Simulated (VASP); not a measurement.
# I (Im-3m) in VASP: single point with PBEsol

Aim: the single point of I with PBEsol.

Everything below comes from runs of VASP 6.6.1. Logs are shortened: lines on timing, memory, paths and dates and some standing lists are left out, and cuts for length are marked.

## (1) The cell of the first run

Symmetry: Im-3m, No. 229, cubic system. The conventional cell has a = 4.053 Å, b = 4.053 Å, c = 4.053 Å, α = 90.00°, β = 90.00°, γ = 90.00°. Within 4.6 Å of I (site symmetry m-3m) lie 14 I at 3.51 to 4.05 Å.

## (2) Single point, PBEsol

Input file INCAR:

```
  PREC = Accurate
  ENCUT = 520
  EDIFF = 1E-7
  ISMEAR = -1
  SIGMA = 0.13605693000000002
  LREAL = False
  LASPH = True
  NELM = 60
  ALGO = Normal
  ISIF = 2
  LWAVE = False
  LCHARG = False
  GGA = PS
  NBANDS = 10
```

Input file KPOINTS:

```
regular mesh
0
Gamma
  11 11 11
```

Input file POSCAR:

```
I
1.0
   -2.0262579188      2.0262579188      2.0262579188
    2.0262579188     -2.0262579188      2.0262579188
    2.0262579188      2.0262579188     -2.0262579188
I
1
Direct
    0.0000000000      0.0000000000      0.0000000000
```

Potentials or basis: VASP PAW PBE potentials, release 64 (I).

Run with:

```sh
> cat potpaw_PBE.64/I/POTCAR > POTCAR
> mpirun -np 1 vasp_std > vasp.out
```

OUTCAR:

```text
PREC = Accurate
   ENCUT = 520
   EDIFF = 1E-7
   ISMEAR = -1
   LREAL = False
   LASPH = True
   NELM = 60
   ISIF = 2
   GGA = PS

 ion  position               nearest neighbor table
   1  0.000  0.000  0.000-

  LATTYP: Found a body centered cubic cell.
 ALAT       =     4.0525158376

  Lattice vectors:

 A1 = (  -2.0262579188,   2.0262579188,   2.0262579188)
 A2 = (   2.0262579188,  -2.0262579188,   2.0262579188)
 A3 = (   2.0262579188,   2.0262579188,  -2.0262579188)

Analysis of symmetry for initial positions (statically):
=====================================================================
 Subroutine PRICEL returns:
 Original cell was already a primitive cell.

 Routine SETGRP: Setting up the symmetry group for a
 body centered cubic supercell.

 Subroutine GETGRP returns: Found 48 space group operations
 (whereof 48 operations were pure point group operations)
 out of a pool of 48 trial point group operations.

The static configuration has the point symmetry O_h .

Analysis of symmetry for dynamics (positions and initial velocities):
=====================================================================
 Subroutine PRICEL returns:
 Original cell was already a primitive cell.

 Routine SETGRP: Setting up the symmetry group for a
 body centered cubic supercell.

 Subroutine GETGRP returns: Found 48 space group operations
 (whereof 48 operations were pure point group operations)
 out of a pool of 48 trial point group operations.

The dynamic configuration has the point symmetry O_h .

 Subroutine INISYM returns: Found 48 space group operations
 (whereof 48 operations are pure point group operations),
 and found     1 'primitive' translations

----------------------------------------------------------------------------------------

                                     Primitive cell

  volume of cell :      33.2770

  direct lattice vectors                    reciprocal lattice vectors
    -2.026257919  2.026257919  2.026257919     0.000000000  0.246760294  0.246760294
     2.026257919 -2.026257919  2.026257919     0.246760294  0.000000000  0.246760294
     2.026257919  2.026257919 -2.026257919     0.246760294  0.246760294  0.000000000

  length of vectors
     3.509581665  3.509581665  3.509581665     0.348971755  0.348971755  0.348971755

  position of ions in fractional coordinates (direct lattice)
     0.000000000  0.000000000  0.000000000

  ion indices of the primitive-cell ions
   primitive index   ion index
                 1           1

----------------------------------------------------------------------------------------

 KPOINTS: regular mesh

Automatic generation of k-mesh.
 Grid dimensions read from file:
 generate k-points for:   11   11   11

 Generating k-lattice:

  Cartesian coordinates                     Fractional coordinates (reciprocal lattice)
     0.000000000  0.022432754  0.022432754     0.090909091  0.000000000  0.000000000
     0.022432754  0.000000000  0.022432754     0.000000000  0.090909091  0.000000000
     0.022432754  0.022432754  0.000000000     0.000000000  0.000000000  0.090909091

  Length of vectors
     0.031724705  0.031724705  0.031724705

  Shift w.r.t. Gamma in fractional coordinates (k-lattice)
     0.000000000  0.000000000  0.000000000

 Subroutine IBZKPT returns following result:
 ===========================================

 Found     56 irreducible k-points:

 Following reciprocal coordinates:
            Coordinates               Weight
  0.000000  0.000000  0.000000      1.000000
  0.090909  0.000000  0.000000     12.000000
  0.181818  0.000000  0.000000     12.000000
  0.272727  0.000000  0.000000     12.000000
  0.363636  0.000000  0.000000     12.000000
  0.454545  0.000000  0.000000     12.000000
[... 16 lines left out ...]
  0.272727  0.181818  0.090909     48.000000
  0.363636  0.181818  0.090909     24.000000
 [... further k-points ...]
   k-points           NKPTS =     56   k-points in BZ     NKDIM =     56   number of bands    NBANDS=     10
   number of dos      NEDOS =    301   number of ions     NIONS =      1
   total plane-waves  NPLWV =  21952
   dimension x,y,z NGX =    28 NGY =   28 NGZ =   28
   dimension x,y,z NGXF=    56 NGYF=   56 NGZF=   56
   ions per type =               1
   NGX,Y,Z   is equivalent  to a cutoff of  13.26, 13.26, 13.26 a.u.
   NGXF,Y,Z  is equivalent  to a cutoff of  26.53, 26.53, 26.53 a.u.
 SYSTEM =  unknown system
   PREC   = accura    normal or accurate (medium, high low for compatibility)
   ISTART =      0    job   : 0-new  1-cont  2-samecut
   ICHARG =      2    charge: 1-file 2-atom 10-const
   ISPIN  =      1    spin polarized calculation?
   LNONCOLLINEAR =      F non collinear calculations
   LSORBIT =      F    spin-orbit coupling
   LASPH  =      T    aspherical Exc in radial PAW
   ENCUT  =  520.0 eV  38.22 Ry    6.18 a.u.   6.53  6.53  6.53*2*pi/ulx,y,z
   NELM   =     60;   NELMIN=  2; NELMDL= -5     # of ELM steps
   EDIFF  = 0.1E-06   stopping-criterion for ELM
   LREAL  =      F    real-space projection
   EDIFFG = 0.1E-05   stopping-criterion for IOM
   NSW    =      0    number of steps for IOM
   IBRION =     -1    ionic relax: 0-MD 1-quasi-New 2-CG
   NFREE  =      0    steps in history (QN), initial steepest desc. (CG)
   ISIF   =      2    stress and relaxation
   ISYM   =      2    0-nonsym 1-usesym 2-fastsym
   POTIM  = 0.5000    time-step for ionic-motion
   TEBEG  =    0.0;   TEEND  =   0.0 temperature during run
   PSTRESS=    0.0 pullay stress
   NELECT =       7.0000    total number of electrons
   NUPDOWN=      -1.0000    fix difference up-down
   EMIN   =  10.00;   EMAX   =-10.00  energy-range for DOS
   EFERMI =   0.00;   METHOD = LEGACY
   ISMEAR =    -1;   SIGMA  =   0.14  broadening in eV -4-tet -1-fermi 0-gaus
   EFERMI_NEDOS =   21; number of points for ismear=-14 and -15
   IALGO  =     38    algorithm
   IMIX   =      4    mixing-type and parameters
     AMIX     =   0.40;   BMIX     =  1.00
     AMIX_MAG =   1.60;   BMIX_MAG =  1.00
  volume/ion in A,a.u.               =      33.28       224.56
  Fermi-wavevector in a.u.,A,eV,Ry     =   0.973627  1.839889 12.897647  0.947950
  Thomas-Fermi vector in A             =   2.104022
   LORBIT       =      0    0 simple, 1 ext, 2 COOP (PROOUT), +10 PAW based schemes
   GGA     = PS    functional components
   LHFCALC =     F    Hartree Fock is set to
   AEXX    =    0.0000 exact exchange contribution
   IVDW    =     0    specifies the selected vdW correction
   LEPSILON=     F    determine dielectric tensor
   LRPA    =     F    only Hartree local field effects (RPA)
 non-spin polarized calculation
  energy-cutoff  :      520.00
  volume of cell :       33.28
 maximum number of plane-waves:       935
 NGX is ok and might be reduce to    28
   NGX = 13   NGY = 13   NGZ = 13

 number of electron       6.9999999 magnetization

 Free energy of the ion-electron system (eV)
  ---------------------------------------------------
  ext. energy  EPLUGINS =         0.00000000
  ---------------------------------------------------
  free energy    TOTEN  =        -1.42818169 eV

  energy without entropy =       -1.33325943  energy(sigma->0) =       -1.38072056

 E-fermi :   5.1771     XC(G=0):  -9.5026

 val. band max:        5.1757754775   @ k =  -0.3636  -0.3636   0.0909
 cond. band min:       5.1780846012   @ k =   0.3636   0.1818   0.0000
 fundamental gap:      0.0023091237
 Fermi energy:         5.1770842780

 k-point     1 :       0.0000    0.0000    0.0000
  band No.  band energies     occupation
      1      -8.7510      2.00000
      2       6.1339      0.00176
      3       6.1339      0.00176
      4       6.1339      0.00176
      5      12.3258      0.00000
      6      14.9066      0.00000
      7      14.9066      0.00000
      8      14.9066      0.00000
      9      17.1962      0.00000
     10      17.1962      0.00000

 k-point     2 :       0.0909    0.0000    0.0000
  band No.  band energies     occupation
      1      -8.6486      2.00000
      2       5.4381      0.25606
      3       5.9353      0.00757
      4       6.1029      0.00222
      5      12.8468      0.00000
      6      14.4131      0.00000
      7      14.6273      0.00000
      8      15.3620      0.00000
      9      16.3280      0.00000
     10      16.6528      0.00000

 k-point     3 :       0.1818    0.0000    0.0000
  band No.  band energies     occupation
      1      -8.3543      2.00000
      2       3.9571      1.99974
      3       5.4642      0.21626
      4       6.0175      0.00414
      5      12.6706      0.00000
      6      13.5812      0.00000
      7      15.0622      0.00000
      8      16.3207      0.00000
      9      16.5994      0.00000
     10      16.7323      0.00000

 k-point     4 :       0.2727    0.0000    0.0000
  band No.  band energies     occupation
      1      -7.9135      2.00000
      2       2.3750      2.00000
      3       4.9424      1.69747
      4       5.9019      0.00967
      5      11.7436      0.00000
      6      12.8663      0.00000
      7      16.1330      0.00000
      8      16.4325      0.00000
      9      18.2060      0.00000
     10      18.3845      0.00000
[... 222 lines left out ...]
 k-point    22 :       0.1818    0.1818    0.0909
  band No.  band energies     occupation
      1      -7.3646      2.00000
      2       1.4354      2.00000
      3       3.8245      1.99990
      4       4.6618      1.95570
      5      13.0903      0.00000
      6      13.8264      0.00000
      7      15.7924      0.00000
      8      17.5138      0.00000
      9      18.5789      0.00000
     10      20.7378      0.00000

 k-point    23 :       0.2727    0.1818    0.0909
  band No.  band energies     occupation
      1      -7.0190      2.00000
      2       0.9677      2.00000
      3       3.0253      2.00000
      4       4.3927      1.99375
      5      13.0596      0.00000
      6      14.1537      0.00000
      7      16.9709      0.00000
      8      18.1959      0.00000
      9      19.5305      0.00000
     10      20.4562      0.00000

 k-point    24 :       0.3636    0.1818    0.0909
  band No.  band energies     occupation
      1      -6.8774      2.00000
      2       0.7988      2.00000
      3       2.7184      2.00000
      4       4.3058      1.99669
      5      13.0281      0.00000
      6      14.2347      0.00000
      7      17.7160      0.00000
      8      18.4217      0.00000
      9      20.0300      0.00000
     10      20.4924      0.00000

 [... further k-points ...]
[... 5 lines left out ...]
  --------------------------------------------------------------------------------------
  -------------------------------------------------------------------------------------
  Total       -0.0522105     -0.0522105     -0.0522105      0.0000000     -0.0000000      0.0000000
  in kB       -2.5137629     -2.5137629     -2.5137629      0.0000000     -0.0000000      0.0000000
  external PRESSURE =      -2.5137629 kB  Pullay stress =       0.0000000 kB

 VOLUME and BASIS-vectors are now :
 -----------------------------------------------------------------------------
  energy-cutoff  :      520.00
  volume of cell :       33.28
      direct lattice vectors                 reciprocal lattice vectors
    -2.026257919  2.026257919  2.026257919     0.000000000  0.246760294  0.246760294
     2.026257919 -2.026257919  2.026257919     0.246760294  0.000000000  0.246760294
     2.026257919  2.026257919 -2.026257919     0.246760294  0.246760294  0.000000000

 POSITION                                       TOTAL-FORCE (eV/Angst)
 -----------------------------------------------------------------------------------
      0.00000      0.00000      0.00000         0.000000     -0.000000      0.000000
 -----------------------------------------------------------------------------------
    total drift:                                0.000000      0.000000      0.000000

  FREE ENERGIE OF THE ION-ELECTRON SYSTEM (eV)
  ---------------------------------------------------
  free  energy   TOTEN  =        -1.4281816908 eV

  energy  without entropy=       -1.3332594324  energy(sigma->0) =       -1.38072056
```

Wall time 13 s (1 thread of Intel Xeon Platinum 8259CL at 2.50GHz (Skylake/Cascade Lake), shared host); peak memory 0.16 GiB.

Results:

| Quantity | Value |
| --- | --- |
| Free energy | -1.4282 eV |
| Pressure | -0.3 GPa |

Levels at points of the mesh, in eV from the Fermi level:
```csv
k point,band 1,band 2,band 3,band 4,band 5,band 6,band 7,band 8,band 9
"(0.00, 0.00, 0.00)",-13.93,0.96,0.96,0.96,7.15,9.73,9.73,9.73,12.02
```

Caveat: the PAW data sets were made with another functional, which shifts forces and pressure a little; spin-orbit coupling is left out, which moves the levels of the heavy elements; an odd number of electrons without spin polarisation forces a metal; a magnetic or distorted state may lie lower.
